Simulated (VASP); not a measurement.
# CsSnI3 (Pm-3m) in VASP: a series of runs

Aim: see how the results for CsSnI3 move with the level of theory and the settings. Levels: AM05, PBEsol. Tasks: equation of state, dielectric tensor.

All numbers are computed with VASP 6.6.1; they aren't measurements. Logs are shortened: lines on timing, memory, paths and dates and some standing lists are left out, and cuts for length are marked.

**1. The cell of the first run**

It takes space group Pm-3m (No. 221, cubic). The conventional cell has a = 6.206 Å, b = 6.206 Å, c = 6.206 Å, α = 90.00°, β = 90.00°, γ = 90.00°. Within 5.8 Å of Cs (site symmetry m-3m) lie 12 I at 4.39 Å and 8 Sn at 5.37 Å. Within 4.1 Å of I (site symmetry 4/mmm) lie 2 Sn at 3.10 Å. Sn (site symmetry m-3m) has 6 I at 3.10 Å within 4.1 Å.

**2. Equation of state, AM05**

Input file POSCAR.step1:

```
CsSnI3
1.0
    6.0136466687      0.0000000000      0.0000000000
    0.0000000000      6.0136466687      0.0000000000
    0.0000000000      0.0000000000      6.0136466687
Cs I Sn
1 3 1
Direct
    0.0000000000      0.0000000000      0.0000000000
    0.5000000000      0.5000000000      0.0000000000
    0.5000000000      0.0000000000      0.5000000000
    0.0000000000      0.5000000000      0.5000000000
    0.5000000000      0.5000000000      0.5000000000
```

Input file POSCAR.step2:

```
CsSnI3
1.0
    6.0790175149      0.0000000000      0.0000000000
    0.0000000000      6.0790175149      0.0000000000
    0.0000000000      0.0000000000      6.0790175149
Cs I Sn
1 3 1
Direct
    0.0000000000      0.0000000000      0.0000000000
    0.5000000000      0.5000000000      0.0000000000
    0.5000000000      0.0000000000      0.5000000000
    0.0000000000      0.5000000000      0.5000000000
    0.5000000000      0.5000000000      0.5000000000
```

Input file POSCAR.step3:

```
CsSnI3
1.0
    6.1430118757      0.0000000000      0.0000000000
    0.0000000000      6.1430118757      0.0000000000
    0.0000000000      0.0000000000      6.1430118757
Cs I Sn
1 3 1
Direct
    0.0000000000      0.0000000000      0.0000000000
    0.5000000000      0.5000000000      0.0000000000
    0.5000000000      0.0000000000      0.5000000000
    0.0000000000      0.5000000000      0.5000000000
    0.5000000000      0.5000000000      0.5000000000
```

Input file POSCAR.step4:

```
CsSnI3
1.0
    6.2057000000      0.0000000000      0.0000000000
    0.0000000000      6.2057000000      0.0000000000
    0.0000000000      0.0000000000      6.2057000000
Cs I Sn
1 3 1
Direct
    0.0000000000      0.0000000000      0.0000000000
    0.5000000000      0.5000000000      0.0000000000
    0.5000000000      0.0000000000      0.5000000000
    0.0000000000      0.5000000000      0.5000000000
    0.5000000000      0.5000000000      0.5000000000
```

Input file POSCAR.step5:

```
CsSnI3
1.0
    6.2671465704      0.0000000000      0.0000000000
    0.0000000000      6.2671465704      0.0000000000
    0.0000000000      0.0000000000      6.2671465704
Cs I Sn
1 3 1
Direct
    0.0000000000      0.0000000000      0.0000000000
    0.5000000000      0.5000000000      0.0000000000
    0.5000000000      0.0000000000      0.5000000000
    0.0000000000      0.5000000000      0.5000000000
    0.5000000000      0.5000000000      0.5000000000
```

Input file POSCAR.step6:

```
CsSnI3
1.0
    6.3274112921      0.0000000000      0.0000000000
    0.0000000000      6.3274112921      0.0000000000
    0.0000000000      0.0000000000      6.3274112921
Cs I Sn
1 3 1
Direct
    0.0000000000      0.0000000000      0.0000000000
    0.5000000000      0.5000000000      0.0000000000
    0.5000000000      0.0000000000      0.5000000000
    0.0000000000      0.5000000000      0.5000000000
    0.5000000000      0.5000000000      0.5000000000
```

Input file POSCAR.step7:

```
CsSnI3
1.0
    6.3865494048      0.0000000000      0.0000000000
    0.0000000000      6.3865494048      0.0000000000
    0.0000000000      0.0000000000      6.3865494048
Cs I Sn
1 3 1
Direct
    0.0000000000      0.0000000000      0.0000000000
    0.5000000000      0.5000000000      0.0000000000
    0.5000000000      0.0000000000      0.5000000000
    0.0000000000      0.5000000000      0.5000000000
    0.5000000000      0.5000000000      0.5000000000
```

Input file INCAR:

```
SYSTEM = CsSnI3
GGA = AM
ISMEAR = 0
SIGMA = 0.03
LWAVE = .FALSE.
LCHARG = .FALSE.
ISIF = 2
NSW = 0
ENCUT = 450
PREC = Accurate
LASPH = .TRUE.
LREAL = .FALSE.
ALGO = Normal
EDIFF = 1E-7
NELM = 120
GGA_COMPAT = .FALSE.
EFERMI = MIDGAP
```

Input file KPOINTS:

```
k-points
0
Gamma
  4 4 4
```

Potentials or basis: VASP PAW PBE potentials, release 64 (Cs_sv_GW, I_GW, Sn_d_GW).

Started as:

```
$ cat potpaw_PBE.64/Cs_sv_GW/POTCAR potpaw_PBE.64/I_GW/POTCAR potpaw_PBE.64/Sn_d_GW/POTCAR > POTCAR
$ cp POSCAR.step1 POSCAR
$ mpirun -np 1 vasp_std > vasp.out
$ cp POSCAR.step2 POSCAR
$ mpirun -np 1 vasp_std > vasp.out
$ cp POSCAR.step3 POSCAR
$ mpirun -np 1 vasp_std > vasp.out
$ cp POSCAR.step4 POSCAR
$ mpirun -np 1 vasp_std > vasp.out
$ cp POSCAR.step5 POSCAR
$ mpirun -np 1 vasp_std > vasp.out
$ cp POSCAR.step6 POSCAR
$ mpirun -np 1 vasp_std > vasp.out
$ cp POSCAR.step7 POSCAR
$ mpirun -np 1 vasp_std > vasp.out
```

OUTCAR:

```text
SYSTEM = CsSnI3
   GGA = AM
   ISMEAR = 0
   ISIF = 2
   NSW = 0
   ENCUT = 450
   PREC = Accurate
   LASPH = .TRUE.
   LREAL = .FALSE.
   EDIFF = 1E-7
   NELM = 120
   EFERMI = MIDGAP

 Found     10 irreducible k-points:

 Following reciprocal coordinates:
            Coordinates               Weight
  0.000000  0.000000  0.000000      1.000000
  0.250000  0.000000  0.000000      6.000000
  0.500000  0.000000  0.000000      3.000000
  0.250000  0.250000  0.000000     12.000000
  0.500000  0.250000  0.000000     12.000000
  0.500000  0.500000  0.000000      3.000000
   k-points           NKPTS =     10   k-points in BZ     NKDIM =     10   number of bands    NBANDS=     26
   number of dos      NEDOS =    301   number of ions     NIONS =      5
   total plane-waves  NPLWV = 110592
   dimension x,y,z NGX =    48 NGY =   48 NGZ =   48
   dimension x,y,z NGXF=    96 NGYF=   96 NGZF=   96
   ions per type =               1   3   1
   NGX,Y,Z   is equivalent  to a cutoff of  12.49, 12.49, 12.49 a.u.
   NGXF,Y,Z  is equivalent  to a cutoff of  24.99, 24.99, 24.99 a.u.
 SYSTEM =  CsSnI3
   PREC   = accura    normal or accurate (medium, high low for compatibility)
   ISTART =      0    job   : 0-new  1-cont  2-samecut
   ICHARG =      2    charge: 1-file 2-atom 10-const
   ISPIN  =      1    spin polarized calculation?
   LNONCOLLINEAR =      F non collinear calculations
   LSORBIT =      F    spin-orbit coupling
   LASPH  =      T    aspherical Exc in radial PAW
   ENCUT  =  450.0 eV  33.07 Ry    5.75 a.u.  11.05 11.05 11.05*2*pi/ulx,y,z
   NELM   =    120;   NELMIN=  2; NELMDL=  0     # of ELM steps
   EDIFF  = 0.1E-06   stopping-criterion for ELM
   LREAL  =      F    real-space projection
   EDIFFG = 0.1E-05   stopping-criterion for IOM
   NSW    =      0    number of steps for IOM
   IBRION =     -1    ionic relax: 0-MD 1-quasi-New 2-CG
   NFREE  =      0    steps in history (QN), initial steepest desc. (CG)
   ISIF   =      2    stress and relaxation
   ISYM   =      2    0-nonsym 1-usesym 2-fastsym
   POTIM  = 0.5000    time-step for ionic-motion
   TEBEG  =    0.0;   TEEND  =   0.0 temperature during run

   SCALEE = 1.0000    scale energy and forces
   PSTRESS=    0.0 pullay stress
   NELECT =      44.0000    total number of electrons
   NUPDOWN=      -1.0000    fix difference up-down
   EMIN   =  10.00;   EMAX   =-10.00  energy-range for DOS
   EFERMI =   0.00;   METHOD = MIDGAP
   ISMEAR =     0;   SIGMA  =   0.03  broadening in eV -4-tet -1-fermi 0-gaus
   EFERMI_NEDOS =   21; number of points for ismear=-14 and -15
   IALGO  =     38    algorithm
   IMIX   =      4    mixing-type and parameters
     AMIX     =   0.40;   BMIX     =  1.00
     AMIX_MAG =   1.60;   BMIX_MAG =  1.00
  volume/ion in A,a.u.               =      52.10       351.58
  Fermi-wavevector in a.u.,A,eV,Ry     =   0.904953  1.710114 11.142359  0.818940
  Thomas-Fermi vector in A             =   2.028462
   LORBIT       =      0    0 simple, 1 ext, 2 COOP (PROOUT), +10 PAW based schemes
   GGA     = AM    functional components
   LHFCALC =     F    Hartree Fock is set to
   AEXX    =    0.0000 exact exchange contribution
   IVDW    =     0    specifies the selected vdW correction
   LEPSILON=     F    determine dielectric tensor
   LRPA    =     F    only Hartree local field effects (RPA)

   CSHIFT  =0.1000    complex shift for real part using Kramers Kronig

   OMEGAMAX=  -1.0    maximum frequency
 non-spin polarized calculation
 Gauss-broadening in eV      SIGMA  =   0.03
  energy-cutoff  :      450.00
  volume of cell :      260.49
 maximum number of plane-waves:      5695
 NGX is ok and might be reduce to    48
   NGX = 23   NGY = 23   NGZ = 23

 number of electron      44.0000019 magnetization

 Free energy of the ion-electron system (eV)
  ---------------------------------------------------
  ext. energy  EPLUGINS =         0.00000000
  ---------------------------------------------------
  free energy    TOTEN  =       -15.54777247 eV

  energy without entropy =      -15.54777247  energy(sigma->0) =      -15.54777247

 E-fermi :   2.1482     XC(G=0):  -7.1178

 val. band max:        1.8312118970   @ k =   0.5000   0.5000   0.5000
 cond. band min:       2.4651108242   @ k =   0.5000   0.5000   0.5000
 fundamental gap:      0.6338989272
 Fermi energy:         2.1481613606

 k-point     1 :       0.0000    0.0000    0.0000
  band No.  band energies     occupation
      1     -20.1709      2.00000
      2     -20.0044      2.00000
      3     -20.0044      2.00000
      4     -19.9954      2.00000
      5     -19.9954      2.00000
      6     -19.9954      2.00000
[... 18 lines left out ...]
     25       5.6128      0.00000
     26       5.8813      0.00000

 k-point     2 :       0.2500    0.0000    0.0000
  band No.  band energies     occupation
      1     -20.1708      2.00000
      2     -20.0044      2.00000
      3     -20.0040      2.00000
      4     -19.9955      2.00000
      5     -19.9955      2.00000
      6     -19.9954      2.00000
[... 18 lines left out ...]
     25       5.8979      0.00000
     26       6.0571      0.00000

 k-point     3 :       0.5000    0.0000    0.0000
  band No.  band energies     occupation
      1     -20.1707      2.00000
      2     -20.0044      2.00000
      3     -20.0035      2.00000
      4     -19.9955      2.00000
      5     -19.9955      2.00000
      6     -19.9954      2.00000
[... 18 lines left out ...]
     25       6.1040      0.00000
     26       6.2120      0.00000

 k-point     4 :       0.2500    0.2500    0.0000
  band No.  band energies     occupation
      1     -20.1707      2.00000
      2     -20.0042      2.00000
      3     -20.0037      2.00000
      4     -19.9955      2.00000
      5     -19.9955      2.00000
      6     -19.9955      2.00000
[... 18 lines left out ...]
     25       5.4478      0.00000
     26       6.0518      0.00000

 k-point     5 :       0.5000    0.2500    0.0000
  band No.  band energies     occupation
      1     -20.1706      2.00000
      2     -20.0041      2.00000
      3     -20.0034      2.00000
      4     -19.9955      2.00000
      5     -19.9955      2.00000
      6     -19.9955      2.00000
[... 18 lines left out ...]
     25       5.9574      0.00000
     26       6.2206      0.00000

 k-point     6 :       0.5000    0.5000    0.0000
  band No.  band energies     occupation
      1     -20.1705      2.00000
      2     -20.0040      2.00000
      3     -20.0031      2.00000
      4     -19.9956      2.00000
      5     -19.9955      2.00000
      6     -19.9955      2.00000
[... 18 lines left out ...]
     25       5.8216      0.00000
     26       6.5141      0.00000

 [... further k-points ...]
[... 5 lines left out ...]
  --------------------------------------------------------------------------------------
  -------------------------------------------------------------------------------------
  Total       -1.6484605     -1.6484605     -1.6484605     -0.0000000      0.0000000      0.0000000
  in kB      -10.1388877    -10.1388877    -10.1388877     -0.0000000      0.0000000      0.0000000
  external PRESSURE =     -10.1388877 kB  Pullay stress =       0.0000000 kB

 VOLUME and BASIS-vectors are now :
 -----------------------------------------------------------------------------
  energy-cutoff  :      450.00
  volume of cell :      260.49
      direct lattice vectors                 reciprocal lattice vectors
     6.386549405  0.000000000  0.000000000     0.156579075  0.000000000  0.000000000
     0.000000000  6.386549405  0.000000000     0.000000000  0.156579075  0.000000000
     0.000000000  0.000000000  6.386549405     0.000000000  0.000000000  0.156579075

 POSITION                                       TOTAL-FORCE (eV/Angst)
 -----------------------------------------------------------------------------------
      0.00000      0.00000      0.00000         0.000000      0.000000      0.000000
      3.19327      3.19327      0.00000         0.000000      0.000000      0.000000
      3.19327      0.00000      3.19327         0.000000      0.000000      0.000000
      0.00000      3.19327      3.19327         0.000000      0.000000      0.000000
      3.19327      3.19327      3.19327         0.000000      0.000000      0.000000
 -----------------------------------------------------------------------------------
    total drift:                                0.000000     -0.000000     -0.000000

  FREE ENERGIE OF THE ION-ELECTRON SYSTEM (eV)
  ---------------------------------------------------
  free  energy   TOTEN  =       -15.5477724703 eV

  energy  without entropy=      -15.5477724703  energy(sigma->0) =      -15.54777247
```

It took 10 min on 1 thread of AMD EPYC 7R43 (Zen 3), shared host; peak memory 0.34 GiB.

Results:

- Equilibrium volume: 48.32 Å³/atom
- Bulk modulus: 15.6 GPa
- Pressure derivative of the bulk modulus: 3.5 (rough: it moves with the points fitted)

Energy against volume, from the lowest point:
```csv
volume (Å³/atom),energy (meV/atom)
43.495,27.25
44.929,12.81
46.363,3.87
47.797,0.00
49.231,0.61
50.665,5.00
52.099,12.58
```

Caveat: the PAW data sets were made with another functional, which shifts forces and pressure a little; spin-orbit coupling is left out, which moves the levels of the heavy elements.

[end of part 1 of 2]
